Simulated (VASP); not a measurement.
# GaN in VASP: single point with PBE

Aim: the single point of GaN with PBE.

Program: VASP 6.6.1. These are calculated values, not measurements. Logs are shortened: lines on timing, memory, paths and dates and some standing lists are left out, and cuts for length are marked.

## 1. The cell of the first run

The cell holds a slab with vacuum, 4 atoms: a = 3.216 Å, b = 4.548 Å, c = 17.608 Å, α = 90.00°, β = 90.00°, γ = 90.00°.

## 2. Single point, PBE

POSCAR reads:

```
GaN
1.0
    3.2162655414      0.0000000000      0.0000000000
    0.0000000000      4.5484863488      0.0000000000
    0.0000000000      0.0000000000     17.6081000000
Ga N
2 2
Direct
    0.0000000000      0.8750000000      0.4543354260
    0.5000000000      0.3750000000      0.5456645740
    0.5000000000      0.6250000000      0.4543354260
    0.0000000000      0.1250000000      0.5456645740
```

INCAR.step1 reads:

```
SYSTEM = GaN
ALGO = Normal
DIPOL = 0.5 0.5 0.500
EDIFF = 1E-6
ENCUT = 520
GGA = PE
IDIPOL = 3
ISIF = 2
ISMEAR = -1
LASPH = .TRUE.
LCHARG = .TRUE.
LDIPOL = .TRUE.
LREAL = .FALSE.
LWAVE = .FALSE.
NBANDS = 26
NELM = 100
PREC = Accurate
SIGMA = 0.02
```

KPOINTS.step1 reads:

```
k-points
0
G
  8 6 1
  0 0 0
```

INCAR.step2 reads:

```
SYSTEM = GaN
ALGO = Normal
DIPOL = 0.5 0.5 0.500
EDIFF = 1E-6
ENCUT = 520
GGA = PE
ICHARG = 11
IDIPOL = 3
ISIF = 2
ISMEAR = -5
LASPH = .TRUE.
LCHARG = .FALSE.
LDIPOL = .TRUE.
LORBIT = 10
LREAL = .FALSE.
LWAVE = .FALSE.
NEDOS = 1001
NELM = 100
PREC = Accurate
SIGMA = 0.02
```

KPOINTS.step2 reads:

```
k-points
0
G
  12 9 1
  0 0 0
```

Potentials or basis: VASP PAW PBE potentials, release 64 (Ga_d, N).

The run is started by

```sh
$ cat potpaw_PBE.64/Ga_d/POTCAR potpaw_PBE.64/N/POTCAR > POTCAR
$ cp INCAR.step1 INCAR
$ cp KPOINTS.step1 KPOINTS
$ mpirun -np 1 vasp_std > vasp.out
$ cp INCAR.step2 INCAR
$ cp KPOINTS.step2 KPOINTS
$ mpirun -np 1 vasp_std > vasp.out
```

OUTCAR:

```text
SYSTEM = GaN
   EDIFF = 1E-6
   ENCUT = 520
   GGA = PE
   ICHARG = 11
   ISIF = 2
   ISMEAR = -5
   LASPH = .TRUE.
   LORBIT = 10
   LREAL = .FALSE.
   NELM = 100
   PREC = Accurate

 ion  position               nearest neighbor table
   1  0.000  0.875  0.454-   3 1.97   3 1.97   4 1.97
   2  0.500  0.375  0.546-   4 1.97   4 1.97   3 1.97
   3  0.500  0.625  0.454-   1 1.97   1 1.97   2 1.97
   4  0.000  0.125  0.546-   2 1.97   2 1.97   1 1.97

  LATTYP: Found a simple orthorhombic cell.
 ALAT       =     3.2162655414
 B/A-ratio  =     1.4142135624
 C/A-ratio  =     5.4747034327

  Lattice vectors:

 A1 = (   3.2162655414,   0.0000000000,   0.0000000000)
 A2 = (   0.0000000000,   4.5484863488,   0.0000000000)
 A3 = (   0.0000000000,   0.0000000000,  17.6081000000)

Analysis of symmetry for initial positions (statically):
=====================================================================
 Subroutine PRICEL returns:
 Original cell was already a primitive cell.

 Routine SETGRP: Setting up the symmetry group for a
 simple orthorhombic supercell.

 Subroutine GETGRP returns: Found  4 space group operations
 (whereof  2 operations were pure point group operations)
 out of a pool of  8 trial point group operations.

The static configuration has the point symmetry C_1h.
 The point group associated with its full space group is C_2v.

Analysis of symmetry for dynamics (positions and initial velocities):
=====================================================================
 Subroutine PRICEL returns:
 Original cell was already a primitive cell.

 Routine SETGRP: Setting up the symmetry group for a
 simple orthorhombic supercell.

 Subroutine GETGRP returns: Found  4 space group operations
 (whereof  2 operations were pure point group operations)
 out of a pool of  8 trial point group operations.

The dynamic configuration has the point symmetry C_1h.
 The point group associated with its full space group is C_2v.

 Subroutine INISYM returns: Found  4 space group operations
 (whereof  2 operations are pure point group operations),
 and found     1 'primitive' translations

----------------------------------------------------------------------------------------

                                     Primitive cell

  volume of cell :     257.5914

  direct lattice vectors                    reciprocal lattice vectors
     3.216265541  0.000000000  0.000000000     0.310919601  0.000000000  0.000000000
     0.000000000  4.548486349  0.000000000     0.000000000  0.219853359  0.000000000
     0.000000000  0.000000000 17.608100000     0.000000000  0.000000000  0.056792045

  length of vectors
     3.216265541  4.548486349 17.608100000     0.310919601  0.219853359  0.056792045

  position of ions in fractional coordinates (direct lattice)
     0.000000000  0.875000000  0.454335426
     0.500000000  0.375000000  0.545664574
     0.500000000  0.625000000  0.454335426
     0.000000000  0.125000000  0.545664574

  ion indices of the primitive-cell ions
   primitive index   ion index
                 1           1
                 2           2
                 3           3
                 4           4

----------------------------------------------------------------------------------------

 KPOINTS: k-points

Automatic generation of k-mesh.
 Grid dimensions read from file:
 generate k-points for:   12    9    1

 Generating k-lattice:

  Cartesian coordinates                     Fractional coordinates (reciprocal lattice)
     0.025909967  0.000000000  0.000000000     0.083333333  0.000000000  0.000000000
     0.000000000  0.024428151  0.000000000     0.000000000  0.111111111  0.000000000
     0.000000000  0.000000000  0.056792045     0.000000000  0.000000000  1.000000000

  Length of vectors
     0.025909967  0.024428151  0.056792045

  Shift w.r.t. Gamma in fractional coordinates (k-lattice)
     0.000000000  0.000000000  0.000000000

 TETIRR: Found    306 inequivalent tetrahedra from      648

 Subroutine IBZKPT returns following result:
 ===========================================

 Found     35 irreducible k-points:

 Following reciprocal coordinates:
            Coordinates               Weight
  0.000000  0.000000  0.000000      1.000000
  0.083333  0.000000  0.000000      2.000000
  0.166667  0.000000  0.000000      2.000000
  0.250000  0.000000  0.000000      2.000000
  0.333333  0.000000  0.000000      2.000000
  0.416667  0.000000  0.000000      2.000000
[... 16 lines left out ...]
  0.083333  0.333333  0.000000      4.000000
  0.166667  0.333333  0.000000      4.000000
 [... further k-points ...]
   k-points           NKPTS =     35   k-points in BZ     NKDIM =     35   number of bands    NBANDS=     22
   number of dos      NEDOS =   1001   number of ions     NIONS =      4
   total plane-waves  NPLWV = 120960
   dimension x,y,z NGX =    24 NGY =   36 NGZ =  140
   dimension x,y,z NGXF=    48 NGYF=   72 NGZF=  280
   ions per type =               2   2
   NGX,Y,Z   is equivalent  to a cutoff of  12.41, 13.16, 13.22 a.u.
   NGXF,Y,Z  is equivalent  to a cutoff of  24.81, 26.32, 26.44 a.u.
 SYSTEM =  GaN
   PREC   = accura    normal or accurate (medium, high low for compatibility)
   ISTART =      0    job   : 0-new  1-cont  2-samecut
   ICHARG =     11    charge: 1-file 2-atom 10-const
   ISPIN  =      1    spin polarized calculation?
   LNONCOLLINEAR =      F non collinear calculations
   LSORBIT =      F    spin-orbit coupling
   LASPH  =      T    aspherical Exc in radial PAW
   ENCUT  =  520.0 eV  38.22 Ry    6.18 a.u.   5.98  8.46 32.74*2*pi/ulx,y,z
   NELM   =    100;   NELMIN=  2; NELMDL=  0     # of ELM steps
   EDIFF  = 0.1E-05   stopping-criterion for ELM
   LREAL  =      F    real-space projection
   EDIFFG = 0.1E-04   stopping-criterion for IOM
   NSW    =      0    number of steps for IOM
   IBRION =     -1    ionic relax: 0-MD 1-quasi-New 2-CG
   NFREE  =      0    steps in history (QN), initial steepest desc. (CG)
   ISIF   =      2    stress and relaxation
   ISYM   =      2    0-nonsym 1-usesym 2-fastsym
   POTIM  = 0.5000    time-step for ionic-motion
   TEBEG  =    0.0;   TEEND  =   0.0 temperature during run
   PSTRESS=    0.0 pullay stress
   NELECT =      36.0000    total number of electrons
   NUPDOWN=      -1.0000    fix difference up-down
   EMIN   =  10.00;   EMAX   =-10.00  energy-range for DOS
   EFERMI =   0.00;   METHOD = LEGACY
   ISMEAR =    -5;   SIGMA  =   0.02  broadening in eV -4-tet -1-fermi 0-gaus
   EFERMI_NEDOS =   21; number of points for ismear=-14 and -15
   IALGO  =     38    algorithm
   IMIX   =      4    mixing-type and parameters
     AMIX     =   0.40;   BMIX     =  1.00
     AMIX_MAG =   1.60;   BMIX_MAG =  1.00
  volume/ion in A,a.u.               =      64.40       434.58
  Fermi-wavevector in a.u.,A,eV,Ry     =   0.849569  1.605452  9.820239  0.721767
  Thomas-Fermi vector in A             =   1.965410
   LORBIT       =     10    0 simple, 1 ext, 2 COOP (PROOUT), +10 PAW based schemes
   GGA     = PE    functional components
   LHFCALC =     F    Hartree Fock is set to
   AEXX    =    0.0000 exact exchange contribution
   IVDW    =     0    specifies the selected vdW correction
   LEPSILON=     F    determine dielectric tensor
   LRPA    =     F    only Hartree local field effects (RPA)
 non-spin polarized calculation
 Fermi weights with tetrahedron method with Bloechl corrections
  energy-cutoff  :      520.00
  volume of cell :      257.59
 maximum number of plane-waves:      6988
 NGX is ok and might be reduce to    24

 number of electron      36.0000025 magnetization

 dipolmoment           0.000000      0.000000      0.000000 electrons x Angstroem

 Free energy of the ion-electron system (eV)
  ---------------------------------------------------
  ext. energy  EPLUGINS =         0.00000000
  ---------------------------------------------------
  free energy    TOTEN  =       -20.84187884 eV

  energy without entropy =      -20.84187884  energy(sigma->0) =      -20.84187884

 E-fermi :  -3.2486     XC(G=0):  -3.0630

 val. band max:       -3.2538877372   @ k =   0.0000   0.0000   0.0000
 cond. band min:      -2.3383444631   @ k =   0.0000   0.0000   0.0000
 fundamental gap:      0.9155432741
 Fermi energy:        -3.2485622343

 k-point     1 :       0.0000    0.0000    0.0000
  band No.  band energies     occupation
      1     -17.8636      2.00000
      2     -17.7950      2.00000
      3     -16.9984      2.00000
      4     -16.9035      2.00000
      5     -16.8700      2.00000
      6     -16.8579      2.00000
[... 14 lines left out ...]
     21       1.4474      0.00000
     22       1.5723      0.00000

 k-point     2 :       0.0833    0.0000    0.0000
  band No.  band energies     occupation
      1     -17.8464      2.00000
      2     -17.7897      2.00000
      3     -16.9933      2.00000
      4     -16.9140      2.00000
      5     -16.8722      2.00000
      6     -16.8549      2.00000
[... 14 lines left out ...]
     21       1.5737      0.00000
     22       1.6741      0.00000

 k-point     3 :       0.1667    0.0000    0.0000
  band No.  band energies     occupation
      1     -17.8074      2.00000
      2     -17.7774      2.00000
      3     -16.9786      2.00000
      4     -16.9169      2.00000
      5     -16.8903      2.00000
      6     -16.8404      2.00000
[... 14 lines left out ...]
     21       1.8980      0.00000
     22       1.9709      0.00000
[... 476 lines left out ...]
 k-point    23 :       0.0833    0.3333    0.0000
  band No.  band energies     occupation
      1     -17.8151      2.00000
      2     -17.7919      2.00000
      3     -16.9623      2.00000
      4     -16.9119      2.00000
      5     -16.8859      2.00000
      6     -16.8797      2.00000
[... 14 lines left out ...]
     21       2.1450      0.00000
     22       2.3161      0.00000

 k-point    24 :       0.1667    0.3333    0.0000
  band No.  band energies     occupation
      1     -17.7905      2.00000
      2     -17.7782      2.00000
      3     -16.9518      2.00000
      4     -16.9150      2.00000
      5     -16.8912      2.00000
      6     -16.8762      2.00000
[... 14 lines left out ...]
     21       2.4849      0.00000
     22       2.7059      0.00000

 [... further k-points ...]

------------------------ aborting loop because EDIFF is reached ----------------------------------------

 vacuum level on the upper side and lower side of the slab       (xc-potential included)        -0.066        -0.066

  FORCE on cell =-STRESS in cart. coord.  units (eV):
  Direction    XX          YY          ZZ          XY          YZ          ZX
  --------------------------------------------------------------------------------------
  -------------------------------------------------------------------------------------
  Total       -2.4373117     -4.4899189     -2.8534259      0.0000000      0.0000000      0.0000000
  in kB      -15.1596915    -27.9265825    -17.7478557      0.0000000      0.0000000      0.0000000
  external PRESSURE =     -20.2780432 kB  Pullay stress =       0.0000000 kB

 VOLUME and BASIS-vectors are now :
 -----------------------------------------------------------------------------
  energy-cutoff  :      520.00
  volume of cell :      257.59
      direct lattice vectors                 reciprocal lattice vectors
     3.216265541  0.000000000  0.000000000     0.310919601  0.000000000  0.000000000
     0.000000000  4.548486349  0.000000000     0.000000000  0.219853359  0.000000000
     0.000000000  0.000000000 17.608100000     0.000000000  0.000000000  0.056792045

 POSITION                                       TOTAL-FORCE (eV/Angst)
 -----------------------------------------------------------------------------------
      0.00000      3.97993      7.99998         0.000000     -1.482435      1.811121
      1.60813      1.70568      9.60812         0.000000     -1.482435     -1.811121
      1.60813      2.84280      7.99998         0.000000      1.482435     -0.112621
      0.00000      0.56856      9.60812         0.000000      1.482435      0.112621
 -----------------------------------------------------------------------------------
    total drift:                                0.000000      0.002358      0.000000

  FREE ENERGIE OF THE ION-ELECTRON SYSTEM (eV)
  ---------------------------------------------------
  free  energy   TOTEN  =       -20.8418788358 eV

  energy  without entropy=      -20.8418788358  energy(sigma->0) =      -20.84187884

 vacuum level on the upper side and lower side of the slab         1.741         1.741

 total charge

# of ion       s       p       d       tot
------------------------------------------
    1        0.856   0.706  10.081  11.642
    2        0.856   0.706  10.081  11.642
    3        1.272   2.332   0.000   3.604
    4        1.272   2.332   0.000   3.604
--------------------------------------------------
tot          4.256   6.075  20.162  30.492
```

Run time: 9.6 min. Hardware: 1 thread of Intel Xeon 8259CL, shared host; peak memory 0.42 GiB.

Results:

| Quantity | Value |
| --- | --- |
| Valence electrons inside the program's atomic spheres | Ga 11.64; N 3.60 |

Levels at points of the mesh, in eV from the valence-band top:
```csv
k point,band 14,band 15,band 16,band 17,band 18,band 19,band 20,band 21,band 22
"(0.00, 0.00, 0.00)",-2.56,-1.71,-1.38,-1.20,0.00,0.92,2.91,4.70,4.83
"(0.50, 0.00, 0.00)",-5.06,-2.31,-2.31,-0.46,-0.46,2.57,2.57,5.05,5.05
```
